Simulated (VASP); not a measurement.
# K7NaMgCl10 in VASP: notebook

Runs on K7NaMgCl10. Level: PBE. Tasks: single point.

All numbers are computed with VASP 6.6.1; they aren't measurements. Logs are shortened: lines on timing, memory, paths and dates and some standing lists are left out, and cuts for length are marked.

## (1) The cell of the first run

The cell holds an amorphous packing of atoms, 19 atoms: a = 8.974 Å, b = 8.844 Å, c = 8.406 Å, α = 92.63°, β = 90.37°, γ = 87.14°.

## (2) Single point, PBE

Contents of INCAR:

```
PREC = Accurate ; ENCUT = 520
EDIFF = 1E-6 ; ISMEAR = -1
SIGMA = 0.05 ; LREAL = Auto
LASPH = True ; NELM = 80
ALGO = Normal ; ISIF = 2
LWAVE = False ; LCHARG = False
GGA = PE ; ISYM = 0
NBANDS = 86
```

Contents of KPOINTS:

```
Automatic mesh
0
Gamma
  1 1 1
```

Contents of POSCAR:

```
K7NaMgCl10
1.0
    8.9716240000      0.2219080000     -0.0252420000
    0.2219080000      8.8394450000     -0.1974920000
   -0.0252420000     -0.1974920000      8.4038290000
Mg Cl K Na
1 10 7 1
Direct
    0.3401206000      0.8706721332      0.1541577185
    0.3063114415      0.8990667959      0.8807620209
    0.9184277979      0.1162289447      0.6823154352
    0.5902168150      0.7836046136      0.1624861590
    0.5126709270      0.3084109291      0.1293734714
    0.9297216820      0.0313311086      0.2062427351
    0.3127343563      1.0417602393      0.3634810220
    0.8382698120      0.7099692755      0.6168459471
    0.9091846599      0.4570448181      0.0640526282
    0.4591993038      0.3008875359      0.6770796967
    0.2266846412      0.6724054608      0.2686601159
    0.1716058625      0.2525392411      0.9069706386
    0.6541198654      0.5082902783      0.8426892738
    0.6480211259      0.0714453479      0.4329759963
    0.6962028019      0.0817747389      0.9630075062
    0.6934427041      0.5083949994      0.3566327713
    0.1797085243      0.3832263932      0.3708625377
    0.9887263048      0.7667530435      0.9636827476
    0.0433596724      0.8926581088      0.4838227099
```

Potentials or basis: VASP PAW PBE potentials, release 64 (Mg, Cl, K_sv, Na_pv).

On the command line:

```console
> cat potpaw_PBE.64/Mg/POTCAR potpaw_PBE.64/Cl/POTCAR potpaw_PBE.64/K_sv/POTCAR potpaw_PBE.64/Na_pv/POTCAR > POTCAR
> mpirun -np 1 vasp_gam > vasp.out
```

OUTCAR:

```text
PREC = Accurate
   ENCUT = 520
   EDIFF = 1E-6
   ISMEAR = -1
   LREAL = Auto
   LASPH = True
   NELM = 80
   ISIF = 2
   GGA = PE
   ISYM = 0

 ion  position               nearest neighbor table
   1  0.340  0.871  0.154-   7 2.27  11 2.32   4 2.34   2 2.34  18 3.67
   2  0.306  0.899  0.881-   1 2.34  18 3.23
   3  0.918  0.116  0.682-  19 2.73  15 3.13  12 3.19  14 3.22
   4  0.590  0.784  0.162-   1 2.34  16 3.09
   5  0.513  0.308  0.129-  15 2.85  16 3.06
   6  0.930  0.031  0.206-  15 2.95  18 3.06  14 3.17
   7  0.313  0.042  0.363-   1 2.27  14 3.08  17 3.19
   8  0.838  0.710  0.617-  16 3.08  13 3.19  18 3.23
   9  0.909  0.457  0.064-  13 2.97  18 3.02  16 3.14  12 3.16
  10  0.459  0.301  0.677-  13 2.90
  11  0.227  0.672  0.269-   1 2.32  17 2.79
  12  0.172  0.253  0.907-   9 3.16   3 3.19
  13  0.654  0.508  0.843-  10 2.90   9 2.97   8 3.19
  14  0.648  0.071  0.433-   7 3.08   6 3.17   3 3.22
  15  0.696  0.082  0.963-   5 2.85   6 2.95   3 3.13  18 3.73
  16  0.693  0.508  0.357-   5 3.06   8 3.08   4 3.09   9 3.14
  17  0.180  0.383  0.371-  11 2.79   7 3.19
  18  0.989  0.767  0.964-   9 3.02   6 3.06   2 3.23   8 3.23   1 3.67  15 3.73
  19  0.043  0.893  0.484-   3 2.73

IMPORTANT INFORMATION: All symmetrisations will be switched off!
NOSYMM: (Re-)initialisation of all symmetry stuff for point group C_1.

----------------------------------------------------------------------------------------

                                     Primitive cell

  volume of cell :     665.6916

  direct lattice vectors                    reciprocal lattice vectors
     8.971624000  0.221908000 -0.025242000     0.111532404 -0.002793924  0.000269344
     0.221908000  8.839445000 -0.197492000    -0.002793924  0.113258692  0.002653215
    -0.025242000 -0.197492000  8.403829000     0.000269344  0.002653215  0.119056538

  length of vectors
     8.974403463  8.844435209  8.406187133     0.111567718  0.113324212  0.119086403

  position of ions in fractional coordinates (direct lattice)
     0.340120600  0.870672133  0.154157719
     0.306311442  0.899066796  0.880762021
     0.918427798  0.116228945  0.682315435
     0.590216815  0.783604614  0.162486159
     0.512670927  0.308410929  0.129373471
     0.929721682  0.031331109  0.206242735
[... 11 lines left out ...]
     0.988726305  0.766753044  0.963682748
     0.043359672  0.892658109  0.483822710

  ion indices of the primitive-cell ions
   primitive index   ion index
                 1           1
                 2           2
                 3           3
                 4           4
                 5           5
                 6           6
[... 11 lines left out ...]
                18          18
                19          19

----------------------------------------------------------------------------------------

 KPOINTS: Automatic mesh

Automatic generation of k-mesh.
 Grid dimensions read from file:
 generate k-points for:    1    1    1

 Generating k-lattice:

  Cartesian coordinates                     Fractional coordinates (reciprocal lattice)
     0.111532404 -0.002793924  0.000269344     1.000000000  0.000000000 -0.000000000
    -0.002793924  0.113258692  0.002653215    -0.000000000  1.000000000  0.000000000
     0.000269344  0.002653215  0.119056538     0.000000000  0.000000000  1.000000000

  Length of vectors
     0.111567718  0.113324212  0.119086403

  Shift w.r.t. Gamma in fractional coordinates (k-lattice)
     0.000000000  0.000000000  0.000000000

 Subroutine IBZKPT returns following result:
 ===========================================

 Found      1 irreducible k-points:

 Following reciprocal coordinates:
            Coordinates               Weight
  0.000000  0.000000  0.000000      1.000000
   k-points           NKPTS =      1   k-points in BZ     NKDIM =      1   number of bands    NBANDS=     86
   number of dos      NEDOS =    301   number of ions     NIONS =     19
   total plane-waves  NPLWV = 313600
   dimension x,y,z NGX =    70 NGY =   70 NGZ =   64
   dimension x,y,z NGXF=   140 NGYF=  140 NGZF=  128
   ions per type =               1  10   7   1
   NGX,Y,Z   is equivalent  to a cutoff of  12.97, 13.16, 12.66 a.u.
   NGXF,Y,Z  is equivalent  to a cutoff of  25.93, 26.32, 25.31 a.u.
 SYSTEM =  unknown system
   PREC   = accura    normal or accurate (medium, high low for compatibility)
   ISTART =      0    job   : 0-new  1-cont  2-samecut
   ICHARG =      2    charge: 1-file 2-atom 10-const
   ISPIN  =      1    spin polarized calculation?
   LNONCOLLINEAR =      F non collinear calculations
   LSORBIT =      F    spin-orbit coupling
   LASPH  =      T    aspherical Exc in radial PAW
   ENCUT  =  520.0 eV  38.22 Ry    6.18 a.u.  16.69 16.44 15.63*2*pi/ulx,y,z
   NELM   =     80;   NELMIN=  2; NELMDL= -5     # of ELM steps
   EDIFF  = 0.1E-05   stopping-criterion for ELM
   LREAL  =      T    real-space projection
   EDIFFG = 0.1E-04   stopping-criterion for IOM
   NSW    =      0    number of steps for IOM
   IBRION =     -1    ionic relax: 0-MD 1-quasi-New 2-CG
   NFREE  =      0    steps in history (QN), initial steepest desc. (CG)
   ISIF   =      2    stress and relaxation
   ISYM   =      0    0-nonsym 1-usesym 2-fastsym
   POTIM  = 0.5000    time-step for ionic-motion
   TEBEG  =    0.0;   TEEND  =   0.0 temperature during run
   PSTRESS=    0.0 pullay stress
   NELECT =     142.0000    total number of electrons
   NUPDOWN=      -1.0000    fix difference up-down
   EMIN   =  10.00;   EMAX   =-10.00  energy-range for DOS
   EFERMI =   0.00;   METHOD = LEGACY
   ISMEAR =    -1;   SIGMA  =   0.05  broadening in eV -4-tet -1-fermi 0-gaus
   EFERMI_NEDOS =   21; number of points for ismear=-14 and -15
   IALGO  =     38    algorithm
   IMIX   =      4    mixing-type and parameters
     AMIX     =   0.40;   BMIX     =  1.00
     AMIX_MAG =   1.60;   BMIX_MAG =  1.00
  volume/ion in A,a.u.               =      35.04       236.44
  Fermi-wavevector in a.u.,A,eV,Ry     =   0.978168  1.848469 13.018215  0.956812
  Thomas-Fermi vector in A             =   2.108922
   LORBIT       =      0    0 simple, 1 ext, 2 COOP (PROOUT), +10 PAW based schemes
   GGA     = PE    functional components
   LHFCALC =     F    Hartree Fock is set to
   AEXX    =    0.0000 exact exchange contribution
   IVDW    =     0    specifies the selected vdW correction
   LEPSILON=     F    determine dielectric tensor
   LRPA    =     F    only Hartree local field effects (RPA)
 non-spin polarized calculation
  energy-cutoff  :      520.00
  volume of cell :      665.69
 maximum number of plane-waves:      8959
 NGX is ok and might be reduce to    70
   NGX = 33   NGY = 33   NGZ = 31

 number of electron     142.0000007 magnetization

 Free energy of the ion-electron system (eV)
  ---------------------------------------------------
  ext. energy  EPLUGINS =         0.00000000
  ---------------------------------------------------
  free energy    TOTEN  =       -62.57648500 eV

  energy without entropy =      -62.57648500  energy(sigma->0) =      -62.57648500

 E-fermi :  -0.4554     XC(G=0):  -6.8372

 val. band max:       -1.7307908095   @ k =   0.0000   0.0000   0.0000
 cond. band min:       2.2598682430   @ k =   0.0000   0.0000   0.0000
 fundamental gap:      3.9906590524
 Fermi energy:        -0.4553819162

 k-point     1 :       0.0000    0.0000    0.0000
  band No.  band energies     occupation
      1     -30.3759      2.00000
      2     -30.0606      2.00000
      3     -30.0526      2.00000
      4     -30.0180      2.00000
      5     -29.7924      2.00000
      6     -29.7495      2.00000
[... 75 lines left out ...]
     82       5.3386      0.00000
     83       5.4039      0.00000
 [bands above 83 left out]

------------------------ aborting loop because EDIFF is reached ----------------------------------------

  FORCE on cell =-STRESS in cart. coord.  units (eV):
  Direction    XX          YY          ZZ          XY          YZ          ZX
  --------------------------------------------------------------------------------------
  -------------------------------------------------------------------------------------
  Total       -0.0721677      4.1478385     -0.2692704      1.2787031      1.0647373      1.3841599
  in kB       -0.1736921      9.9829608     -0.6480763      3.0775651      2.5625951      3.3313771
  external PRESSURE =       3.0537308 kB  Pullay stress =       0.0000000 kB

 VOLUME and BASIS-vectors are now :
 -----------------------------------------------------------------------------
  energy-cutoff  :      520.00
  volume of cell :      665.69
      direct lattice vectors                 reciprocal lattice vectors
     8.971624000  0.221908000 -0.025242000     0.111532404 -0.002793924  0.000269344
     0.221908000  8.839445000 -0.197492000    -0.002793924  0.113258692  0.002653215
    -0.025242000 -0.197492000  8.403829000     0.000269344  0.002653215  0.119056538

 POSITION                                       TOTAL-FORCE (eV/Angst)
 -----------------------------------------------------------------------------------
      3.24075      7.74129      1.11498         0.275507     -0.189538     -0.163930
      2.92539      7.84128      7.21648        -0.236191      0.034153      0.158723
      8.24836      1.09645      5.68793         0.062351      0.216372      0.050312
      5.46499      7.02551      1.19585         0.451174      0.087456     -0.154270
      4.66466      2.81440      1.01338        -0.301743      0.195437      0.293083
      8.34286      0.44253      1.70357         0.167841     -0.084924      0.124485
[... 11 lines left out ...]
      9.01630      6.80676      7.92224         0.043453     -0.008625     -0.036479
      0.57488      7.80467      3.88858         0.076199      0.139423     -0.172880
 -----------------------------------------------------------------------------------
    total drift:                               -0.000666      0.008003     -0.010936

  FREE ENERGIE OF THE ION-ELECTRON SYSTEM (eV)
  ---------------------------------------------------
  free  energy   TOTEN  =       -62.5764849989 eV

  energy  without entropy=      -62.5764849989  energy(sigma->0) =      -62.57648500
```

It took 2 min on 1 thread of Intel Xeon Platinum 8488C (Sapphire Rapids), shared host; peak memory 0.62 GiB.

What came out:

| Quantity | Value |
| --- | --- |
| Free energy | -62.5765 eV |
| Pressure | 0.3 GPa |
| Largest force | 0.716 eV/Å |
| Band gap on the k mesh | 3.99 eV |

Forces on the atoms (eV/Å):
```
Mg   0.276 -0.190 -0.164
Cl  -0.236  0.034  0.159
Cl   0.062  0.216  0.050
Cl   0.451  0.087 -0.154
Cl  -0.302  0.195  0.293
Cl   0.168 -0.085  0.124
Cl  -0.207  0.414  0.322
Cl   0.034 -0.170  0.046
Cl   0.330 -0.091  0.137
Cl  -0.155  0.046 -0.330
Cl  -0.371  0.175 -0.108
K    0.140 -0.168 -0.101
K   -0.150  0.155  0.234
K   -0.027 -0.063  0.088
K   -0.083 -0.054 -0.386
K   -0.115  0.056 -0.181
K    0.066 -0.690  0.179
K    0.043 -0.009 -0.036
Na   0.076  0.139 -0.173
```

Caveat: the k points lie up to 0.75 Å⁻¹ apart.

## (3) Single point, PBE

Contents of INCAR:

```
PREC = Accurate
ENCUT = 520
EDIFF = 1E-6
ISMEAR = -1
SIGMA = 0.05
LREAL = Auto
LASPH = T
NELM = 80
ALGO = Normal
ISIF = 2
LWAVE = F
LCHARG = F
GGA = PE
ISYM = 0
NBANDS = 86
```

Contents of KPOINTS:

```
regular mesh
0
Gamma
  1 1 1
```

Contents of POSCAR:

```
K7NaMgCl10
1.0
    8.9716240000      0.2219080000     -0.0252420000
    0.2219080000      8.8394450000     -0.1974920000
   -0.0252420000     -0.1974920000      8.4038290000
Mg Cl K Na
1 10 7 1
Direct
    0.3691587936      0.8476846784      0.1752596642
    0.3094368166      0.9031515713      0.9195519107
    0.8927420618      0.1013914357      0.7047253808
    0.6243245855      0.7899490936      0.1472727286
    0.4519719283      0.3216156814      0.1377185566
    0.8746440005      0.0685135791      0.2189532471
    0.2967970010      1.0219851221      0.3922736452
    0.8829931461      0.6716850962      0.6401155885
    0.9239483523      0.4649584556      0.0700900601
    0.4595024934      0.3021622827      0.6735926440
    0.1702502971      0.6878593928      0.2385371222
    0.1791411820      0.2552984672      0.8720030223
    0.6406924552      0.5175114501      0.8600641125
    0.6456562101      0.0463877630      0.4482832607
    0.6586062235      0.1028478466      0.9348372230
    0.7262970754      0.4758860688      0.3496235921
    0.2208879626      0.3696755925      0.3786830534
    1.0143694357      0.7893763442      0.9647452639
    0.0159337452      0.9035255390      0.4709260821
```

Potentials or basis: VASP PAW PBE potentials, release 64 (Mg, Cl, K_sv, Na_pv).

On the command line:

```console
> cat potpaw_PBE.64/Mg/POTCAR potpaw_PBE.64/Cl/POTCAR potpaw_PBE.64/K_sv/POTCAR potpaw_PBE.64/Na_pv/POTCAR > POTCAR
> mpirun -np 1 vasp_gam > vasp.out
```

It took 1.7 min on 1 thread of Intel Xeon Platinum 8488C (Sapphire Rapids), shared host; peak memory 0.62 GiB.

It converged, with:

```yaml
Free_energy: -62.4952 eV
Pressure: 0.4 GPa
Largest_force: 0.848 eV/Å
Band_gap_on_the_k_mesh: 3.77 eV
```

Forces on the atoms (eV/Å):
```
Mg  -0.541 -0.073  0.554
Cl   0.207  0.353 -0.582
Cl   0.375  0.065 -0.261
Cl  -0.169 -0.235  0.243
Cl   0.323  0.127 -0.111
Cl   0.423  0.035  0.014
Cl   0.269 -0.130 -0.060
Cl  -0.187 -0.096 -0.312
Cl  -0.063 -0.227 -0.301
Cl   0.040  0.065 -0.303
Cl   0.680 -0.018  0.507
K   -0.138 -0.038  0.240
K    0.183  0.218  0.218
K   -0.377  0.033  0.244
K   -0.272 -0.060  0.335
K   -0.008  0.015 -0.059
K   -0.152  0.001  0.029
K   -0.717  0.015 -0.255
Na   0.123 -0.049 -0.139
```

Stress tensor (GPa, compression positive):
```
 0.09  0.45  0.27
 0.45  0.38 -0.07
 0.27 -0.07  0.62
```

Levels at points of the mesh, in eV from the valence-band top:
| k point | band 68 | band 69 | band 70 | band 71 | band 72 | band 73 | band 74 | band 75 |
| --- | --- | --- | --- | --- | --- | --- | --- | --- |
| (0.00, 0.00, 0.00) | -0.45 | -0.44 | -0.21 | 0.00 | 3.77 | 5.61 | 5.83 | 5.87 |

Caveat: the k points lie up to 0.75 Å⁻¹ apart.
